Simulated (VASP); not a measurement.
Wanted: the native input for a VASP 6.6.1 run.

| Property | Result |
| --- | --- |
| Task | single point |
| Functional | r2SCAN |
| Potentials or basis | VASP PAW PBE potentials, release 64 (Ca_sv) |
| Cutoff | 520 eV |
| k mesh | 16 × 16 × 16 |
| Occupations | gaussian, width 0.15 eV |
| Spin | no spin polarisation |
| Dipole correction | no |
| Further INCAR settings | ALGO = Normal; EDIFF = 1e-06; NBANDS = 11 |

The system is Ca.

```xyz
1
Lattice="-2.2400 2.2400 2.2736 2.2400 -2.2400 2.2736 2.2400 2.2400 -2.2736" Properties=species:S:1:pos:R:3 pbc="T T T"
Ca    0.0000    0.0000    0.0000
```

This cell differs from its parent crystal: strain +0.000 along x and y, +0.015 along z.

The input as run:

POSCAR

```
Ca
1.0
   -2.2400000000      2.2400000000      2.2736000000
    2.2400000000     -2.2400000000      2.2736000000
    2.2400000000      2.2400000000     -2.2736000000
Ca
1
Direct
    0.0000000000      0.0000000000      0.0000000000
```

INCAR.step1

```
PREC     = Accurate       # precision mode
ENCUT    = 520            # plane-wave cutoff, eV
ISMEAR   = 0              # smearing method
SIGMA    = 0.15           # smearing width, eV
LREAL    = F              # projectors in reciprocal space
LASPH    = T              # aspherical terms in the spheres
NELM     = 100            # most SCF steps
NBANDS   = 11             # bands
GGA      = PE             # functional
ALGO     = Normal         # electronic algorithm
EDIFF    = 1E-4           # SCF threshold, eV
LWAVE    = T              # write WAVECAR
LCHARG   = F              # write CHGCAR
```

INCAR.step2

```
PREC     = Accurate       # precision mode
ENCUT    = 520            # plane-wave cutoff, eV
EDIFF    = 1E-6           # SCF threshold, eV
ISMEAR   = 0              # smearing method
SIGMA    = 0.15           # smearing width, eV
LREAL    = F              # projectors in reciprocal space
LASPH    = T              # aspherical terms in the spheres
NELM     = 100            # most SCF steps
ALGO     = Normal         # electronic algorithm
ISIF     = 2              # what is computed and relaxed
LWAVE    = F              # write WAVECAR
LCHARG   = T              # write CHGCAR
METAGGA  = R2SCAN         # meta-GGA
LMIXTAU  = T            
LELF     = T              # ELF
LVHAR    = T            
NBANDS   = 11             # bands
ISTART   = 1
```

KPOINTS

```
regular mesh
0
Gamma
  16 16 16
```

Potentials or basis: VASP PAW PBE potentials, release 64 (Ca_sv).

The run is started by

```bash
$ cat potpaw_PBE.64/Ca_sv/POTCAR > POTCAR
$ cp INCAR.step1 INCAR
$ mpirun -np 1 vasp_std > vasp.out
$ cp INCAR.step2 INCAR
$ mpirun -np 1 vasp_std > vasp.out
```

It gave:

| Property | Result |
| --- | --- |
| Pressure | -0.8 GPa |
| Band gap on the k mesh | zero (bands 5 and 6 overlap by 0.59 eV) |

Caveat: the cell differs from its parent crystal (strain +0.000 along x and y, +0.015 along z); the PAW data sets were made with another functional, which shifts forces and pressure a little.

It took 8.6 min on 1 thread of Intel(R) Xeon(R) Platinum 8259CL CPU @ 2.50GHz (Skylake/Cascade Lake) (shared host), peak memory 0.3 GiB.
